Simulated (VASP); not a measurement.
La: single point with RPBE

La:

```
La
1.0
     4.00845    0.00000    0.00000
    -2.00423    3.47142    0.00000
     0.00000    0.00000    6.42113
La
2
Direct
  0.33333 0.66667 0.25000
  0.66667 0.33333 0.75000
```

```yaml
Program: VASP 6.6.1
Task: single point
Functional: RPBE
Potentials_or_basis: VASP PAW PBE potentials, release 64 (La)
Cutoff: 520 eV
k_mesh: 11 × 11 × 6
Occupations: fermi-dirac, width 0.1 eV
Spin: no spin polarisation
Dipole_correction: no
Further_INCAR_settings: ALGO = Normal; EDIFF = 1e-06; NBANDS = 18
```

```yaml
Pressure: -2.3 GPa
Band_gap_on_the_k_mesh: zero (bands 11 and 12 overlap by 1.21 eV)
```

Stress tensor (GPa, compression positive):
```
-2.25  0.00  0.00
 0.00 -2.25  0.00
 0.00  0.00 -2.49
```

Levels at points of the mesh, in eV from the Fermi level:
```
           k point  band 7  band 8  band 9  band 10  band 11  band 12  band 13  band 14  band 15  band 16
(0.00, 0.00, 0.00)  -16.47  -16.44   -3.19    -1.52     1.01     1.20     1.20     1.25     1.26     1.32
(0.00, 0.00, 0.50)  -16.53  -16.53   -2.00    -2.00     0.50     0.50     1.25     1.25     1.25     1.26
```

It took 72 s on 1 thread of AMD EPYC 9R45 96-Core Processor (Zen 5), on a shared host, peak memory 0.23 GiB.

Caveat: the PAW data sets were made with another functional, which shifts forces and pressure a little; spin-orbit coupling is left out, which moves the levels of the heavy elements.
